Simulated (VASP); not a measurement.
# MgW (P2/c) in VASP: single point with PBE

Aim: the single point of MgW with PBE.

All numbers are computed with VASP 6.6.1; they aren't measurements. Logs are shortened: lines on timing, memory, paths and dates and some standing lists are left out, and cuts for length are marked.

## 1. The cell of the first run

The structure is monoclinic, space group P2/c (No. 13). Conventional cell: a = 4.861 Å, b = 5.795 Å, c = 4.951 Å, α = 90.00°, β = 92.58°, γ = 90.00°. Mg (site symmetry 2) has 4 Mg at 3.35 to 4.32 Å and 8 W at 3.46 to 3.84 Å within 4.4 Å. Within 4.3 Å of W (site symmetry 2) lie 2 W at 3.25 Å and 8 Mg at 3.46 to 3.84 Å.

## 2. Single point, PBE (strained)

Contents of INCAR:

```
SYSTEM = MgW
PREC     = Accurate       ! precision mode
ENCUT    = 520            ! plane-wave cutoff, eV
EDIFF    = 1E-6           ! SCF threshold, eV
ISMEAR   = 0              ! smearing method
SIGMA    = 0.1            ! smearing width, eV
LREAL    = .FALSE.        ! projectors in reciprocal space
LASPH    = .TRUE.         ! aspherical terms in the spheres
NELM     = 100            ! most SCF steps
ALGO     = Normal         ! electronic algorithm
ISIF     = 2              ! what is computed and relaxed
LWAVE    = .FALSE.        ! write WAVECAR
LCHARG   = .FALSE.        ! write CHGCAR
GGA      = PE             ! functional
NBANDS   = 24             ! bands
```

Contents of KPOINTS:

```
Automatic mesh
0
G
  10 8 8
  0 0 0
```

Contents of POSCAR:

```
MgW
1.0
    4.8604608000      0.0000000000     -0.0936000000
    0.0000000000      5.7949344000      0.0000000000
   -0.1278311904      0.0000000000      4.9495143280
Mg W
2 2
Direct
    0.5000000000      0.3050123269      0.7500000000
    0.5000000000      0.6949876731      0.2500000000
    0.0000000000      0.8176541389      0.7500000000
    0.0000000000      0.1823458611      0.2500000000
```

Potentials or basis: VASP PAW PBE potentials, release 64 (Mg, W_sv).

Started as:

```sh
> cat potpaw_PBE.64/Mg/POTCAR potpaw_PBE.64/W_sv/POTCAR > POTCAR
> mpirun -np 1 vasp_std > vasp.out
```

OUTCAR:

```text
SYSTEM = MgW
   PREC = Accurate
   ENCUT = 520
   EDIFF = 1E-6
   ISMEAR = 0
   LREAL = .FALSE.
   LASPH = .TRUE.
   NELM = 100
   ISIF = 2
   GGA = PE

 ion  position               nearest neighbor table
   1  0.500  0.305  0.750-   2 3.35   2 3.35   4 3.46   4 3.46
   2  0.500  0.695  0.250-   1 3.35   1 3.35   3 3.46   3 3.46
   3  0.000  0.818  0.750-   4 3.25   4 3.25   2 3.46   2 3.46
   4  0.000  0.182  0.250-   3 3.25   3 3.25   1 3.46   1 3.46

  LATTYP: Found a simple monoclinic cell.
 ALAT       =     4.8613619643
 B/A-ratio  =     1.1920392768
 C/A-ratio  =     1.0184727733
 COS(beta)  =    -0.0450610667

  Lattice vectors:

 A1 = (   4.8604608000,   0.0000000000,  -0.0936000000)
 A2 = (   0.0000000000,   5.7949344000,   0.0000000000)
 A3 = (  -0.1278311904,   0.0000000000,   4.9495143280)

Analysis of symmetry for initial positions (statically):
=====================================================================
 Subroutine PRICEL returns:
 Original cell was already a primitive cell.

 Routine SETGRP: Setting up the symmetry group for a
 simple monoclinic supercell.

 Subroutine GETGRP returns: Found  4 space group operations
 (whereof  2 operations were pure point group operations)
 out of a pool of  4 trial point group operations.

The static configuration has the point symmetry S_2 .
 The point group associated with its full space group is C_2h.

Analysis of symmetry for dynamics (positions and initial velocities):
=====================================================================
 Subroutine PRICEL returns:
 Original cell was already a primitive cell.

 Routine SETGRP: Setting up the symmetry group for a
 simple monoclinic supercell.

 Subroutine GETGRP returns: Found  4 space group operations
 (whereof  2 operations were pure point group operations)
 out of a pool of  4 trial point group operations.

The dynamic configuration has the point symmetry S_2 .
 The point group associated with its full space group is C_2h.

 Subroutine INISYM returns: Found  4 space group operations
 (whereof  2 operations are pure point group operations),
 and found     1 'primitive' translations

----------------------------------------------------------------------------------------

                                     Primitive cell

  volume of cell :     139.3389

  direct lattice vectors                    reciprocal lattice vectors
     4.860460800  0.000000000 -0.093600000     0.205844189  0.000000000  0.005316341
     0.000000000  5.794934400  0.000000000     0.000000000  0.172564507  0.000000000
    -0.127831190  0.000000000  4.949514328     0.003892708  0.000000000  0.202140562

  length of vectors
     4.861361964  5.794934400  4.951164802     0.205912830  0.172564507  0.202178041

  position of ions in fractional coordinates (direct lattice)
     0.500000000  0.305012327  0.750000000
     0.500000000  0.694987673  0.250000000
     1.000000000  0.817654139  0.750000000
     1.000000000  0.182345861  0.250000000

  ion indices of the primitive-cell ions
   primitive index   ion index
                 1           1
                 2           2
                 3           3
                 4           4

----------------------------------------------------------------------------------------

 KPOINTS: Automatic mesh

Automatic generation of k-mesh.
 Grid dimensions read from file:
 generate k-points for:   10    8    8

 Generating k-lattice:

  Cartesian coordinates                     Fractional coordinates (reciprocal lattice)
     0.020584419  0.000000000  0.000531634     0.100000000  0.000000000  0.000000000
     0.000000000  0.021570563  0.000000000     0.000000000  0.125000000  0.000000000
     0.000486589  0.000000000  0.025267570     0.000000000  0.000000000  0.125000000

  Length of vectors
     0.020591283  0.021570563  0.025272255

  Shift w.r.t. Gamma in fractional coordinates (k-lattice)
     0.000000000  0.000000000  0.000000000

 Subroutine IBZKPT returns following result:
 ===========================================

 Found    210 irreducible k-points:

 Following reciprocal coordinates:
            Coordinates               Weight
  0.000000  0.000000  0.000000      1.000000
  0.100000  0.000000  0.000000      2.000000
  0.200000  0.000000  0.000000      2.000000
  0.300000  0.000000  0.000000      2.000000
  0.400000  0.000000  0.000000      2.000000
  0.500000  0.000000  0.000000      1.000000
[... 16 lines left out ...]
  0.400000  0.375000  0.000000      4.000000
  0.500000  0.375000  0.000000      2.000000
 [... further k-points ...]
   k-points           NKPTS =    210   k-points in BZ     NKDIM =    210   number of bands    NBANDS=     24
   number of dos      NEDOS =    301   number of ions     NIONS =      4
   total plane-waves  NPLWV =  69120
   dimension x,y,z NGX =    36 NGY =   48 NGZ =   40
   dimension x,y,z NGXF=    72 NGYF=   96 NGZF=   80
   ions per type =               2   2
   NGX,Y,Z   is equivalent  to a cutoff of  12.31, 13.77, 13.43 a.u.
   NGXF,Y,Z  is equivalent  to a cutoff of  24.62, 27.54, 26.86 a.u.
 SYSTEM =  MgW
   PREC   = accura    normal or accurate (medium, high low for compatibility)
   ISTART =      0    job   : 0-new  1-cont  2-samecut
   ICHARG =      2    charge: 1-file 2-atom 10-const
   ISPIN  =      1    spin polarized calculation?
   LNONCOLLINEAR =      F non collinear calculations
   LSORBIT =      F    spin-orbit coupling
   LASPH  =      T    aspherical Exc in radial PAW
   ENCUT  =  520.0 eV  38.22 Ry    6.18 a.u.   9.04 10.77  9.21*2*pi/ulx,y,z
   NELM   =    100;   NELMIN=  2; NELMDL= -5     # of ELM steps
   EDIFF  = 0.1E-05   stopping-criterion for ELM
   LREAL  =      F    real-space projection
   EDIFFG = 0.1E-04   stopping-criterion for IOM
   NSW    =      0    number of steps for IOM
   IBRION =     -1    ionic relax: 0-MD 1-quasi-New 2-CG
   NFREE  =      0    steps in history (QN), initial steepest desc. (CG)
   ISIF   =      2    stress and relaxation
   ISYM   =      2    0-nonsym 1-usesym 2-fastsym
   POTIM  = 0.5000    time-step for ionic-motion
   TEBEG  =    0.0;   TEEND  =   0.0 temperature during run
   PSTRESS=    0.0 pullay stress
   NELECT =      32.0000    total number of electrons
   NUPDOWN=      -1.0000    fix difference up-down
   EMIN   =  10.00;   EMAX   =-10.00  energy-range for DOS
   EFERMI =   0.00;   METHOD = LEGACY
   ISMEAR =     0;   SIGMA  =   0.10  broadening in eV -4-tet -1-fermi 0-gaus
   EFERMI_NEDOS =   21; number of points for ismear=-14 and -15
   IALGO  =     38    algorithm
   IMIX   =      4    mixing-type and parameters
     AMIX     =   0.40;   BMIX     =  1.00
     AMIX_MAG =   1.60;   BMIX_MAG =  1.00
  volume/ion in A,a.u.               =      34.83       235.08
  Fermi-wavevector in a.u.,A,eV,Ry     =   1.002538  1.894521 13.674965  1.005082
  Thomas-Fermi vector in A             =   2.135031
   LORBIT       =      0    0 simple, 1 ext, 2 COOP (PROOUT), +10 PAW based schemes
   GGA     = PE    functional components
   LHFCALC =     F    Hartree Fock is set to
   AEXX    =    0.0000 exact exchange contribution
   IVDW    =     0    specifies the selected vdW correction
   LEPSILON=     F    determine dielectric tensor
   LRPA    =     F    only Hartree local field effects (RPA)
 non-spin polarized calculation
 Gauss-broadening in eV      SIGMA  =   0.10
  energy-cutoff  :      520.00
  volume of cell :      139.34
 maximum number of plane-waves:      3780
   NGX = 19   NGY = 21   NGZ = 19

 number of electron      32.0000001 magnetization

 Free energy of the ion-electron system (eV)
  ---------------------------------------------------
  ext. energy  EPLUGINS =         0.00000000
  ---------------------------------------------------
  free energy    TOTEN  =       -18.01828042 eV

  energy without entropy =      -17.99093433  energy(sigma->0) =      -18.00460737

 E-fermi :   1.6099     XC(G=0):  -8.4307

 val. band max:        1.6093266408   @ k =   0.5000   0.5000   0.1250
 cond. band min:       1.6124814811   @ k =   0.3000   0.1250   0.2500
 fundamental gap:      0.0031548403
 Fermi energy:         1.6099485917

 k-point     1 :       0.0000    0.0000    0.0000
  band No.  band energies     occupation
      1     -72.9317      2.00000
      2     -72.9267      2.00000
      3     -37.0597      2.00000
      4     -37.0512      2.00000
      5     -37.0012      2.00000
      6     -36.9843      2.00000
[... 16 lines left out ...]
     23       3.3755      0.00000
     24       5.2532      0.00000

 k-point     2 :       0.1000    0.0000    0.0000
  band No.  band energies     occupation
      1     -72.9317      2.00000
      2     -72.9267      2.00000
      3     -37.0597      2.00000
      4     -37.0512      2.00000
      5     -37.0011      2.00000
      6     -36.9843      2.00000
[... 16 lines left out ...]
     23       3.3937      0.00000
     24       5.1423      0.00000

 k-point     3 :       0.2000    0.0000    0.0000
  band No.  band energies     occupation
      1     -72.9317      2.00000
      2     -72.9267      2.00000
      3     -37.0599      2.00000
      4     -37.0514      2.00000
      5     -37.0011      2.00000
      6     -36.9843      2.00000
[... 16 lines left out ...]
     23       3.4889      0.00000
     24       4.8639      0.00000

 k-point     4 :       0.3000    0.0000    0.0000
  band No.  band energies     occupation
      1     -72.9317      2.00000
      2     -72.9267      2.00000
      3     -37.0601      2.00000
      4     -37.0515      2.00000
      5     -37.0011      2.00000
      6     -36.9843      2.00000
[... 16 lines left out ...]
     23       3.9513      0.00000
     24       4.5457      0.00000

 k-point     5 :       0.4000    0.0000    0.0000
  band No.  band energies     occupation
      1     -72.9317      2.00000
      2     -72.9267      2.00000
      3     -37.0603      2.00000
      4     -37.0517      2.00000
      5     -37.0011      2.00000
      6     -36.9843      2.00000
[... 451 lines left out ...]
 k-point    22 :       0.3000    0.3750    0.0000
  band No.  band energies     occupation
      1     -72.9317      2.00000
      2     -72.9267      2.00000
      3     -37.0600      2.00000
      4     -37.0516      2.00000
      5     -36.9997      2.00000
      6     -36.9838      2.00000
[... 16 lines left out ...]
     23       5.1704      0.00000
     24       5.7123      0.00000

 k-point    23 :       0.4000    0.3750    0.0000
  band No.  band energies     occupation
      1     -72.9317      2.00000
      2     -72.9267      2.00000
      3     -37.0601      2.00000
      4     -37.0517      2.00000
      5     -36.9997      2.00000
      6     -36.9838      2.00000
[... 16 lines left out ...]
     23       5.5046      0.00000
     24       5.7561      0.00000

 k-point    24 :       0.5000    0.3750    0.0000
  band No.  band energies     occupation
      1     -72.9317      2.00000
      2     -72.9267      2.00000
      3     -37.0602      2.00000
      4     -37.0518      2.00000
      5     -36.9997      2.00000
      6     -36.9838      2.00000
[... 16 lines left out ...]
     23       5.5623      0.00000
     24       5.8723      0.00000

 [... further k-points ...]
[... 5 lines left out ...]
  --------------------------------------------------------------------------------------
  -------------------------------------------------------------------------------------
  Total      -13.2411442    -18.4586840    -19.6110984      0.0000000      0.0000000      0.4032130
  in kB     -152.2522079   -212.2456595   -225.4966023      0.0000000      0.0000000      4.6363112
  external PRESSURE =    -196.6648232 kB  Pullay stress =       0.0000000 kB

 VOLUME and BASIS-vectors are now :
 -----------------------------------------------------------------------------
  energy-cutoff  :      520.00
  volume of cell :      139.34
      direct lattice vectors                 reciprocal lattice vectors
     4.860460800  0.000000000 -0.093600000     0.205844189  0.000000000  0.005316341
     0.000000000  5.794934400  0.000000000     0.000000000  0.172564507  0.000000000
    -0.127831190  0.000000000  4.949514328     0.003892708  0.000000000  0.202140562

 POSITION                                       TOTAL-FORCE (eV/Angst)
 -----------------------------------------------------------------------------------
      2.33436      1.76753      3.66534         0.000000     -0.510562      0.000000
      2.39827      4.02741      1.19058         0.000000      0.510562     -0.000000
     -0.09587      4.73825      3.71214        -0.000000      2.916143      0.000000
     -0.03196      1.05668      1.23738        -0.000000     -2.916143     -0.000000
 -----------------------------------------------------------------------------------
    total drift:                               -0.000000      0.000000     -0.000000

  FREE ENERGIE OF THE ION-ELECTRON SYSTEM (eV)
  ---------------------------------------------------
  free  energy   TOTEN  =       -18.0182804210 eV

  energy  without entropy=      -17.9909343288  energy(sigma->0) =      -18.00460737
```

Run time: 17 min. Hardware: 1 thread of AMD EPYC 9R45, shared host; peak memory 0.68 GiB.

What came out:

```yaml
Free_energy: -18.0183 eV
Pressure: -19.7 GPa
Largest_force: 2.916 eV/Å
Band_gap_on_the_k_mesh: zero (band 16 reaches 1.80 eV, above the bottom of band 17 at 1.42 eV)
```

Forces on the atoms (eV/Å):
```
Mg   0.000 -0.511  0.000
Mg   0.000  0.511  0.000
W    0.000  2.916  0.000
W    0.000 -2.916  0.000
```

Levels at points of the mesh, in eV from the Fermi level:
```csv
k point,band 14,band 15,band 16,band 17,band 18,band 19
"(0.00, 0.00, 0.00)",-0.40,-0.39,-0.35,0.45,0.67,1.35
"(0.50, 0.00, 0.00)",-0.92,-0.16,0.06,0.46,0.47,0.62
"(0.00, 0.50, 0.00)",-0.30,-0.25,-0.18,-0.03,0.21,0.52
"(0.50, 0.50, 0.00)",-0.68,-0.66,0.03,0.17,0.19,0.55
"(0.00, 0.00, 0.50)",-0.57,-0.52,-0.52,0.32,0.32,0.66
"(0.50, 0.00, 0.50)",-0.73,-0.68,-0.68,0.28,0.28,0.85
"(0.00, 0.50, 0.50)",-0.81,-0.62,-0.62,0.24,0.24,0.71
"(0.50, 0.50, 0.50)",-0.49,-0.09,-0.09,0.27,0.27,0.33
```

Caveat: the cell differs from its parent crystal (strained); spin-orbit coupling is left out, which moves the levels of the heavy elements; forces of over 1 eV/Å act on the atoms, so gaps and moduli don't describe the material at rest.
